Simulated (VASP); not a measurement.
# TePb (Fm-3m) in VASP: a series of runs

TePb is run at these levels: PBE, LDA; tasks: single point, relaxation of cell and atoms.

All numbers are computed with VASP 6.6.1; they aren't measurements. Logs are shortened: lines on timing, memory, paths and dates and some standing lists are left out, and cuts for length are marked.

**1. The cell of the first run**

Symmetry: Fm-3m, No. 225, cubic system. The conventional cell has a = 6.462 Å, b = 6.462 Å, c = 6.462 Å, α = 90.00°, β = 90.00°, γ = 90.00°. Within 4.3 Å of Pb (site symmetry m-3m) lie 6 Te at 3.23 Å. Within 4.3 Å of Te (site symmetry m-3m) lie 6 Pb at 3.23 Å.

**2. Single point, PBE**

INCAR

```
PREC = Accurate ; ENCUT = 520
EDIFF = 1E-7 ; ISMEAR = -1
SIGMA = 0.04 ; LREAL = F
LASPH = T ; NELM = 100
ALGO = Normal ; ISIF = 2
LWAVE = F ; LCHARG = F
GGA = PE ; NBANDS = 17
```

KPOINTS

```
Automatic mesh
0
Gamma
  5 5 5
```

POSCAR

```
TePb
1.0
    0.0000000000      3.2310000000      3.2310000000
    3.2310000000      0.0000000000      3.2310000000
    3.2310000000      3.2310000000      0.0000000000
Pb Te
1 1
Direct
    0.0000000000      0.0000000000      0.0000000000
    0.5000000000      0.5000000000      0.5000000000
```

Potentials or basis: VASP PAW PBE potentials, release 64 (Pb_d, Te).

Command:

```bash
$ cat potpaw_PBE.64/Pb_d/POTCAR potpaw_PBE.64/Te/POTCAR > POTCAR
$ mpirun -np 1 vasp_std > vasp.out
```

OUTCAR:

```text
PREC = Accurate
   ENCUT = 520
   EDIFF = 1E-7
   ISMEAR = -1
   LREAL = F
   LASPH = T
   NELM = 100
   ISIF = 2
   GGA = PE

 ion  position               nearest neighbor table
   1  0.000  0.000  0.000-   2 3.23   2 3.23   2 3.23   2 3.23   2 3.23   2 3.23
   2  0.500  0.500  0.500-   1 3.23   1 3.23   1 3.23   1 3.23   1 3.23   1 3.23

  LATTYP: Found a face centered cubic cell.
 ALAT       =     6.4620000000

  Lattice vectors:

 A1 = (   0.0000000000,   3.2310000000,   3.2310000000)
 A2 = (   3.2310000000,   0.0000000000,   3.2310000000)
 A3 = (   3.2310000000,   3.2310000000,   0.0000000000)

Analysis of symmetry for initial positions (statically):
=====================================================================
 Subroutine PRICEL returns:
 Original cell was already a primitive cell.

 Routine SETGRP: Setting up the symmetry group for a
 face centered cubic supercell.

 Subroutine GETGRP returns: Found 48 space group operations
[... 9 lines left out ...]

 Routine SETGRP: Setting up the symmetry group for a
 face centered cubic supercell.

 Subroutine GETGRP returns: Found 48 space group operations
[... 11 lines left out ...]
                                     Primitive cell

  volume of cell :      67.4592

  direct lattice vectors                    reciprocal lattice vectors
     0.000000000  3.231000000  3.231000000    -0.154750851  0.154750851  0.154750851
     3.231000000  0.000000000  3.231000000     0.154750851 -0.154750851  0.154750851
     3.231000000  3.231000000  0.000000000     0.154750851  0.154750851 -0.154750851

  length of vectors
     4.569324020  4.569324020  4.569324020     0.268036337  0.268036337  0.268036337

  position of ions in fractional coordinates (direct lattice)
     0.000000000  0.000000000  0.000000000
     0.500000000  0.500000000  0.500000000

  ion indices of the primitive-cell ions
   primitive index   ion index
                 1           1
                 2           2

----------------------------------------------------------------------------------------

 KPOINTS: Automatic mesh

Automatic generation of k-mesh.
 Grid dimensions read from file:
 generate k-points for:    5    5    5

 Generating k-lattice:

  Cartesian coordinates                     Fractional coordinates (reciprocal lattice)
    -0.030950170  0.030950170  0.030950170     0.200000000  0.000000000  0.000000000
     0.030950170 -0.030950170  0.030950170     0.000000000  0.200000000  0.000000000
     0.030950170  0.030950170 -0.030950170     0.000000000  0.000000000  0.200000000

  Length of vectors
     0.053607267  0.053607267  0.053607267

  Shift w.r.t. Gamma in fractional coordinates (k-lattice)
     0.000000000  0.000000000  0.000000000

 Subroutine IBZKPT returns following result:
 ===========================================

 Found     10 irreducible k-points:

 Following reciprocal coordinates:
            Coordinates               Weight
  0.000000  0.000000  0.000000      1.000000
  0.200000  0.000000  0.000000      8.000000
  0.400000  0.000000  0.000000      8.000000
  0.200000  0.200000  0.000000      6.000000
  0.400000  0.200000  0.000000     24.000000
 -0.400000  0.200000  0.000000     24.000000
 -0.200000  0.200000  0.000000     12.000000
  0.400000  0.400000  0.000000      6.000000
 -0.400000  0.400000  0.000000     12.000000
 -0.400000  0.400000  0.200000     24.000000
   k-points           NKPTS =     10   k-points in BZ     NKDIM =     10   number of bands    NBANDS=     17
   number of dos      NEDOS =    301   number of ions     NIONS =      2
   total plane-waves  NPLWV =  46656
   dimension x,y,z NGX =    36 NGY =   36 NGZ =   36
   dimension x,y,z NGXF=    72 NGYF=   72 NGZF=   72
   ions per type =               1   1
   NGX,Y,Z   is equivalent  to a cutoff of  13.10, 13.10, 13.10 a.u.
   NGXF,Y,Z  is equivalent  to a cutoff of  26.20, 26.20, 26.20 a.u.
 SYSTEM =  unknown system
   PREC   = accura    normal or accurate (medium, high low for compatibility)
   ISTART =      0    job   : 0-new  1-cont  2-samecut
   ICHARG =      2    charge: 1-file 2-atom 10-const
   ISPIN  =      1    spin polarized calculation?
   LNONCOLLINEAR =      F non collinear calculations
   LSORBIT =      F    spin-orbit coupling
   LASPH  =      T    aspherical Exc in radial PAW
   ENCUT  =  520.0 eV  38.22 Ry    6.18 a.u.   8.50  8.50  8.50*2*pi/ulx,y,z
   NELM   =    100;   NELMIN=  2; NELMDL= -5     # of ELM steps
   EDIFF  = 0.1E-06   stopping-criterion for ELM
   LREAL  =      F    real-space projection
   EDIFFG = 0.1E-05   stopping-criterion for IOM
   NSW    =      0    number of steps for IOM
   IBRION =     -1    ionic relax: 0-MD 1-quasi-New 2-CG
   NFREE  =      0    steps in history (QN), initial steepest desc. (CG)
   ISIF   =      2    stress and relaxation
   ISYM   =      2    0-nonsym 1-usesym 2-fastsym
   POTIM  = 0.5000    time-step for ionic-motion
   TEBEG  =    0.0;   TEEND  =   0.0 temperature during run
   PSTRESS=    0.0 pullay stress
   NELECT =      20.0000    total number of electrons
   NUPDOWN=      -1.0000    fix difference up-down
   EMIN   =  10.00;   EMAX   =-10.00  energy-range for DOS
   EFERMI =   0.00;   METHOD = LEGACY
   ISMEAR =    -1;   SIGMA  =   0.04  broadening in eV -4-tet -1-fermi 0-gaus
   EFERMI_NEDOS =   21; number of points for ismear=-14 and -15
   IALGO  =     38    algorithm
   IMIX   =      4    mixing-type and parameters
     AMIX     =   0.40;   BMIX     =  1.00
     AMIX_MAG =   1.60;   BMIX_MAG =  1.00
  volume/ion in A,a.u.               =      33.73       227.62
  Fermi-wavevector in a.u.,A,eV,Ry     =   1.091619  2.062861 16.213147  1.191633
  Thomas-Fermi vector in A             =   2.227868
   LORBIT       =      0    0 simple, 1 ext, 2 COOP (PROOUT), +10 PAW based schemes
   GGA     = PE    functional components
[... 5 lines left out ...]
 non-spin polarized calculation
  energy-cutoff  :      520.00
  volume of cell :       67.46
 maximum number of plane-waves:      1849
 NGX is ok and might be reduce to    36
   NGX = 17   NGY = 17   NGZ = 17

 number of electron      20.0000003 magnetization

 Free energy of the ion-electron system (eV)
  ---------------------------------------------------
  ext. energy  EPLUGINS =         0.00000000
  ---------------------------------------------------
  free energy    TOTEN  =        -7.50276013 eV

  energy without entropy =       -7.50276006  energy(sigma->0) =       -7.50276009

 E-fermi :   6.0806     XC(G=0):  -9.3016

 val. band max:        5.4619487592   @ k =  -0.2000   0.2000   0.0000
 cond. band min:       6.6689832589   @ k =   0.4000   0.0000   0.0000
 fundamental gap:      1.2070344997
 Fermi energy:         6.0806119088

 k-point     1 :       0.0000    0.0000    0.0000
  band No.  band energies     occupation
      1     -11.0994      2.00000
      2     -11.0994      2.00000
      3     -11.0900      2.00000
      4     -11.0900      2.00000
      5     -11.0900      2.00000
      6      -6.3953      2.00000
      7       0.0284      2.00000
      8       4.2768      2.00000
      9       4.2768      2.00000
     10       4.2768      2.00000
     11       9.7017      0.00000
     12       9.7017      0.00000
     13       9.7017      0.00000
     14      11.4196      0.00000
     15      11.4196      0.00000
     16      11.4196      0.00000
     17      12.9879      0.00000

 k-point     2 :       0.2000    0.0000    0.0000
  band No.  band energies     occupation
      1     -11.1041      2.00000
      2     -11.1041      2.00000
      3     -11.0890      2.00000
      4     -11.0844      2.00000
      5     -11.0844      2.00000
      6      -6.0575      2.00000
      7      -0.9648      2.00000
      8       4.3808      2.00000
      9       4.3808      2.00000
     10       4.7902      2.00000
     11       8.2028      0.00000
     12       8.4848      0.00000
     13       8.4848      0.00000
     14      11.3571      0.00000
     15      12.1356      0.00000
     16      12.1356      0.00000
     17      15.1367      0.00000

 k-point     3 :       0.4000    0.0000    0.0000
  band No.  band energies     occupation
      1     -11.1128      2.00000
      2     -11.1128      2.00000
      3     -11.0878      2.00000
      4     -11.0744      2.00000
      5     -11.0744      2.00000
      6      -5.2114      2.00000
      7      -2.5968      2.00000
      8       4.6604      2.00000
      9       4.6604      2.00000
     10       5.4440      2.00000
     11       6.6690      0.00000
     12       7.1193      0.00000
     13       7.1193      0.00000
     14      12.9656      0.00000
     15      14.0090      0.00000
     16      14.0090      0.00000
     17      16.0303      0.00000

 k-point     4 :       0.2000    0.2000    0.0000
  band No.  band energies     occupation
      1     -11.1159      2.00000
      2     -11.0955      2.00000
      3     -11.0934      2.00000
      4     -11.0814      2.00000
      5     -11.0814      2.00000
      6      -5.9475      2.00000
      7      -0.9462      2.00000
      8       3.6964      2.00000
      9       3.6964      2.00000
     10       5.0330      2.00000
     11       7.4798      0.00000
     12       9.9224      0.00000
     13       9.9224      0.00000
     14      10.0132      0.00000
     15      13.2418      0.00000
     16      13.2418      0.00000
     17      13.8187      0.00000

 k-point     5 :       0.4000    0.2000    0.0000
  band No.  band energies     occupation
      1     -11.1287      2.00000
      2     -11.0999      2.00000
      3     -11.0914      2.00000
      4     -11.0756      2.00000
      5     -11.0720      2.00000
      6      -5.2719      2.00000
      7      -2.0099      2.00000
      8       3.4081      2.00000
      9       3.5712      2.00000
     10       3.8727      2.00000
     11       8.5306      0.00000
     12       9.1369      0.00000
     13       9.1564      0.00000
     14      10.5527      0.00000
     15      14.6598      0.00000
     16      14.9574      0.00000
     17      15.6177      0.00000

 k-point     6 :      -0.4000    0.2000    0.0000
  band No.  band energies     occupation
      1     -11.1253      2.00000
      2     -11.1085      2.00000
      3     -11.0840      2.00000
      4     -11.0766      2.00000
      5     -11.0720      2.00000
      6      -4.8179      2.00000
      7      -2.7199      2.00000
      8       2.6701      2.00000
      9       4.1267      2.00000
     10       4.5066      2.00000
     11       7.7060      0.00000
     12       7.8407      0.00000
     13       9.7988      0.00000
     14      12.6558      0.00000
     15      13.4466      0.00000
     16      13.9630      0.00000
     17      16.4273      0.00000

 k-point     7 :      -0.2000    0.2000    0.0000
  band No.  band energies     occupation
      1     -11.1105      2.00000
      2     -11.1102      2.00000
      3     -11.0868      2.00000
      4     -11.0806      2.00000
      5     -11.0775      2.00000
      6      -5.5379      2.00000
      7      -1.8249      2.00000
      8       3.0340      2.00000
      9       4.8516      2.00000
     10       5.4619      2.00000
     11       6.9310      0.00000
     12       7.2112      0.00000
     13       9.9250      0.00000
     14      11.8738      0.00000
     15      12.3379      0.00000
     16      14.3007      0.00000
     17      14.7892      0.00000

 k-point     8 :       0.4000    0.4000    0.0000
  band No.  band energies     occupation
      1     -11.1537      2.00000
      2     -11.0989      2.00000
      3     -11.0892      2.00000
      4     -11.0666      2.00000
      5     -11.0666      2.00000
      6      -4.9411      2.00000
      7      -1.6574      2.00000
      8       1.7708      2.00000
      9       2.9376      2.00000
     10       2.9376      2.00000
     11       9.0377      0.00000
     12      10.8682      0.00000
     13      10.8682      0.00000
     14      11.2705      0.00000
     15      15.2195      0.00000
     16      15.3405      0.00000
     17      16.5996      0.00000

 k-point     9 :      -0.4000    0.4000    0.0000
  band No.  band energies     occupation
      1     -11.1507      2.00000
      2     -11.0949      2.00000
      3     -11.0937      2.00000
      4     -11.0687      2.00000
      5     -11.0663      2.00000
      6      -4.6337      2.00000
      7      -2.1627      2.00000
      8       1.3717      2.00000
      9       3.1478      2.00000
     10       3.3124      2.00000
     11       9.4118      0.00000
     12       9.8810      0.00000
     13      10.4640      0.00000
     14      11.8137      0.00000
     15      14.9447      0.00000
     16      15.1222      0.00000
     17      16.9150      0.00000

 k-point    10 :      -0.4000    0.4000    0.2000
  band No.  band energies     occupation
      1     -11.1393      2.00000
      2     -11.1012      2.00000
      3     -11.0875      2.00000
      4     -11.0766      2.00000
      5     -11.0668      2.00000
      6      -4.7186      2.00000
      7      -2.3562      2.00000
      8       2.2210      2.00000
      9       2.2246      2.00000
     10       4.9319      2.00000
     11       7.5489      0.00000
     12      10.3153      0.00000
     13      10.4953      0.00000
     14      11.8014      0.00000
     15      13.2609      0.00000
     16      15.7420      0.00000
     17      15.7729      0.00000

------------------------ aborting loop because EDIFF is reached ----------------------------------------

  FORCE on cell =-STRESS in cart. coord.  units (eV):
  Direction    XX          YY          ZZ          XY          YZ          ZX
  --------------------------------------------------------------------------------------
  -------------------------------------------------------------------------------------
  Total        0.8801734      0.8801734      0.8801734      0.0000000      0.0000000      0.0000000
  in kB       20.9044114     20.9044114     20.9044114      0.0000000      0.0000000      0.0000000
  external PRESSURE =      20.9044114 kB  Pullay stress =       0.0000000 kB

 VOLUME and BASIS-vectors are now :
 -----------------------------------------------------------------------------
  energy-cutoff  :      520.00
  volume of cell :       67.46
      direct lattice vectors                 reciprocal lattice vectors
     0.000000000  3.231000000  3.231000000    -0.154750851  0.154750851  0.154750851
     3.231000000  0.000000000  3.231000000     0.154750851 -0.154750851  0.154750851
     3.231000000  3.231000000  0.000000000     0.154750851  0.154750851 -0.154750851

 POSITION                                       TOTAL-FORCE (eV/Angst)
 -----------------------------------------------------------------------------------
      0.00000      0.00000      0.00000         0.000000      0.000000      0.000000
      3.23100      3.23100      3.23100        -0.000000     -0.000000     -0.000000
 -----------------------------------------------------------------------------------
    total drift:                               -0.000000      0.000000      0.000000

  FREE ENERGIE OF THE ION-ELECTRON SYSTEM (eV)
  ---------------------------------------------------
  free  energy   TOTEN  =        -7.5027601282 eV

  energy  without entropy=       -7.5027600603  energy(sigma->0) =       -7.50276009
```

It took 18 s on 1 thread of Intel Xeon Platinum 8259CL at 2.50GHz (Skylake/Cascade Lake), shared host; peak memory 0.2 GiB.

What came out:

| Quantity | Value |
| --- | --- |
| Free energy | -7.5028 eV |
| Pressure | 2.1 GPa |

Caveat: this odd mesh misses L, where the gap lies, so gap, dielectric constants and Born charges aren't listed; spin-orbit coupling is left out, which moves the levels of the heavy elements.

**3. Single point, LDA**

This run uses another cell than the first one, of 32.49 Å³/atom, 0.963 times its volume.

INCAR

```
SYSTEM = TePb
ALGO = Normal
EDIFF = 1E-6
ENCUT = 520
ISIF = 2
ISMEAR = -1
LASPH = .True.
LCHARG = .True.
LELF = .True.
LREAL = .False.
LVHAR = .True.
LWAVE = .False.
NBANDS = 17
NELM = 80
PREC = Accurate
SIGMA = 0.05
```

KPOINTS

```
k-points
0
Gamma
  7 7 7
  0 0 0
```

POSCAR

```
TePb
1.0
    0.0000000000      3.1907614396      3.1907614396
    3.1907614396      0.0000000000      3.1907614396
    3.1907614396      3.1907614396      0.0000000000
Pb Te
1 1
Direct
    0.0000000000      0.0000000000      0.0000000000
    0.5000000000      0.5000000000      0.5000000000
```

Potentials or basis: VASP PAW LDA potentials, release 64 (Pb_d, Te).

Command:

```bash
$ cat potpaw_LDA.64/Pb_d/POTCAR potpaw_LDA.64/Te/POTCAR > POTCAR
$ mpirun -np 1 vasp_std > vasp.out
```

Run time: 20 s. Hardware: 1 thread of Intel Xeon Platinum 8259CL at 2.50GHz (Skylake/Cascade Lake), shared host; peak memory 0.17 GiB.

The run converged. Its results:

```
Free energy : -8.7769 eV
Pressure    : 0.0 GPa
```

Levels at points of the mesh, in eV from the Fermi level:
| k point | band 6 | band 7 | band 8 | band 9 | band 10 | band 11 | band 12 | band 13 | band 14 | band 15 |
| --- | --- | --- | --- | --- | --- | --- | --- | --- | --- | --- |
| (0.00, 0.00, 0.00) | -12.70 | -5.90 | -1.82 | -1.82 | -1.82 | 3.71 | 3.71 | 3.71 | 5.37 | 5.37 |

Caveat: this odd mesh misses L, where the gap lies, so gap, dielectric constants and Born charges aren't listed; spin-orbit coupling is left out, which moves the levels of the heavy elements.

**4. Single point, PBE**

INCAR

```
SYSTEM = TePb
  ALGO = Normal
  EDIFF = 1E-6
  ENCUT = 520
  GGA = PE
  ISIF = 2
  ISMEAR = 0
  LASPH = .TRUE.
  LCHARG = .FALSE.
  LREAL = .FALSE.
  LWAVE = .FALSE.
  NBANDS = 17
  NELM = 100
  PREC = Accurate
  SIGMA = 0.03
```

KPOINTS

```
k-points
0
G
  7 7 7
  0 0 0
```

POSCAR

```
TePb
1.0
    0.0000000000      3.2310000000      3.2310000000
    3.2310000000      0.0000000000      3.2310000000
    3.2310000000      3.2310000000      0.0000000000
Pb Te
1 1
Direct
    0.0000000000      0.0000000000      0.0000000000
    0.5000000000      0.5000000000      0.5000000000
```

Potentials or basis: VASP PAW PBE potentials, release 64 (Pb_d, Te).

Command:

```bash
$ cat potpaw_PBE.64/Pb_d/POTCAR potpaw_PBE.64/Te/POTCAR > POTCAR
$ mpirun -np 1 vasp_std > vasp.out
```

Wall time 23 s (1 thread of Intel Xeon Platinum 8259CL at 2.50GHz (Skylake/Cascade Lake), shared host); peak memory 0.21 GiB.

Results (log left out):

```
Free energy : -7.5026 eV
Pressure    : 2.1 GPa
```

Levels at points of the mesh, in eV from the Fermi level:
```
           k point  band 8  band 9  band 10  band 11  band 12  band 13
(0.00, 0.00, 0.00)   -1.40   -1.40    -1.40     4.03     4.03     4.03
```

Caveat: this odd mesh misses L, where the gap lies, so gap, dielectric constants and Born charges aren't listed; spin-orbit coupling is left out, which moves the levels of the heavy elements.

[end of part 1 of 2]
